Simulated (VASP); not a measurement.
Wanted: the native input for a VASP 6.6.1 run.

```
Task                   : single point
Functional             : r2SCAN
Potentials or basis    : VASP PAW PBE potentials, release 64 (Rh_pv)
Cutoff                 : 520 eV
k mesh                 : 28 × 28 × 28
Occupations            : gaussian, width 0.15 eV
Spin                   : no spin polarisation
Dipole correction      : no
Further INCAR settings : ALGO = Normal; EDIFF = 1e-06; NBANDS = 14
```

Rh:

```
Rh
1.0
     0.00000    1.89995    1.89995
     1.89995    0.00000    1.89995
     1.89995    1.89995    0.00000
Rh
1
Cartesian
  0.0000 0.0000 0.0000
```

The input as run:

POSCAR

```
Rh
1.0
    0.0000000000      1.8999513062      1.8999513062
    1.8999513062      0.0000000000      1.8999513062
    1.8999513062      1.8999513062      0.0000000000
Rh
1
Direct
    0.0000000000      0.0000000000      0.0000000000
```

INCAR.step1

```
SYSTEM = Rh
  PREC = Accurate
  ENCUT = 520
  ISMEAR = 0
  SIGMA = 0.15
  LREAL = .FALSE.
  LASPH = .TRUE.
  NELM = 80
  NBANDS = 14
  GGA = PE
  ALGO = Normal
  EDIFF = 1E-4
  LWAVE = .TRUE.
  LCHARG = .FALSE.
```

INCAR.step2

```
SYSTEM = Rh
  PREC = Accurate
  ENCUT = 520
  EDIFF = 1E-6
  ISMEAR = 0
  SIGMA = 0.15
  LREAL = .FALSE.
  LASPH = .TRUE.
  NELM = 80
  ALGO = Normal
  ISIF = 2
  LWAVE = .FALSE.
  LCHARG = .TRUE.
  METAGGA = R2SCAN
  LMIXTAU = .TRUE.
  LELF = .TRUE.
  LVHAR = .TRUE.
  NBANDS = 14
  ISTART = 1
```

KPOINTS

```
Automatic mesh
0
G
  28 28 28
  0 0 0
```

Potentials or basis: VASP PAW PBE potentials, release 64 (Rh_pv).

The run is started by

```sh
$ cat potpaw_PBE.64/Rh_pv/POTCAR > POTCAR
$ cp INCAR.step1 INCAR
$ mpirun -np 1 vasp_std > vasp.out
$ cp INCAR.step2 INCAR
$ mpirun -np 1 vasp_std > vasp.out
```

It gave:

```yaml
Pressure: 1.3 GPa
Band_gap_on_the_k_mesh: zero (an odd number of electrons rules out a gap without spin polarisation)
```

Caveat: the PAW data sets were made with another functional, which shifts forces and pressure a little.

It took 7.7 min on 1 thread of Intel Xeon 8259CL, with other jobs on the host, peak memory 0.22 GiB.
